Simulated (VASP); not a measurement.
Wanted: the native input for a VASP 6.6.1 run.

* Task: single point
* Functional: PBE
* Potentials or basis: VASP PAW PBE potentials, release 64 (V_sv, O)
* Cutoff: 520 eV
* k mesh: 8 × 8 × 12
* Occupations: gaussian, width 0.1 eV
* Spin: collinear spin, ferromagnetic start
* Starting moments: [0.91, 0.91, 0.0, 0.0, 0.0, 0.0] μB
* Dipole correction: no
* Further INCAR settings: ALGO = Normal; EDIFF = 1e-06; NBANDS = 38

The structure of VO2 lies in POSCAR:

```
VO2
1.0
    4.5835459936      0.0000000000      0.0000000000
    0.0000000000      4.5835459936      0.0000000000
    0.0000000000      0.0000000000      2.8383680575
V O
2 4
Direct
    0.0000000000      0.0000000000      0.0000000000
    0.5000000000      0.5000000000      0.5000000000
    0.2999928513      0.2999928513      0.0000000000
    0.2000071487      0.7999928513      0.5000000000
    0.7000071487      0.7000071487      0.0000000000
    0.7999928513      0.2000071487      0.5000000000
```

The input as run:

INCAR

```
SYSTEM = VO2
PREC     = Accurate       ! precision mode
ENCUT    = 520            ! plane-wave cutoff, eV
EDIFF    = 1E-6           ! SCF threshold, eV
ISMEAR   = 0              ! smearing method
SIGMA    = 0.1            ! smearing width, eV
LREAL    = .FALSE.        ! projectors in reciprocal space
LASPH    = .TRUE.         ! aspherical terms in the spheres
NELM     = 150            ! most SCF steps
ALGO     = Normal         ! electronic algorithm
ISIF     = 2              ! what is computed and relaxed
LWAVE    = .FALSE.        ! write WAVECAR
LCHARG   = .FALSE.        ! write CHGCAR
ISPIN    = 2              ! spin polarisation
MAGMOM   = 0.91 0.91 0 0 0 0 ! initial moments
LORBIT   = 11             ! projections on sites
LMAXMIX  = 4              ! l up to which the mixer works
GGA      = PE             ! functional
NBANDS   = 38             ! bands
```

KPOINTS

```
Automatic mesh
0
G
  8 8 12
  0 0 0
```

Potentials or basis: VASP PAW PBE potentials, release 64 (V_sv, O).

Launch:

```console
$ cat potpaw_PBE.64/V_sv/POTCAR potpaw_PBE.64/O/POTCAR > POTCAR
$ mpirun -np 1 vasp_std > vasp.out
```

It gave:

```
Pressure                                              : 0.8 GPa
Largest force                                         : 0.031 eV/Å
Band gap on the k mesh                                : zero (filled and empty bands overlap)
Net moment                                            : 2.00 μB per cell
Site moments                                          : V +1.05; O -0.05 μB
Valence electrons inside the program's atomic spheres : V 11.52; O 5.05
```

Caveat: semilocal functionals often make such compounds metallic where correlation or magnetic order opens a gap, which also shifts bond lengths.

Wall time 2.5 min on 1 thread of Intel(R) Xeon(R) 6975P-C (Granite Rapids), on a shared host, peak memory 0.42 GiB.
